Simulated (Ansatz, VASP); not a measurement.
# Al: VASP beside Ansatz

```
Al
1.0
    -1.59122    1.59122    1.63896
     1.59122   -1.59122    1.63896
     1.59122    1.59122   -1.63896
Al
1
Direct
  0.00000 0.00000 0.00000
```

Change from the starting cell: strain +0.000 along x and y, +0.030 along z, atoms carried along.

Alike in both runs: task single point; functional PBEsol; k mesh 20 × 20 × 20; occupations gaussian, width 0.15 eV; no spin polarisation.

|  | VASP | Ansatz |
| --- | --- | --- |
| version | VASP 6.6.1 | Ansatz 0.2.0 |
| potentials or method | VASP PAW PBE potentials, release 64 (Al), cutoff 520 eV | scalar-relativistic, plane waves, PAW |
| valence electrons in the cell | 3 | 3 |

```csv
,VASP,Ansatz,Ansatz less VASP
gap on the k mesh at the Fermi level (eV),none,none,-
pressure (GPa),-0.1,-0.1,-0.06
"traceless stress, the component that is largest in VASP (GPa)",0.82,0.82,-0.001
```

VASP's potentials were made for PBE, not for PBEsol. A gap of «none» marks a metal or a gap that the smearing closes. With one functional, cell and mesh, what is left measures potentials, basis and numerics.
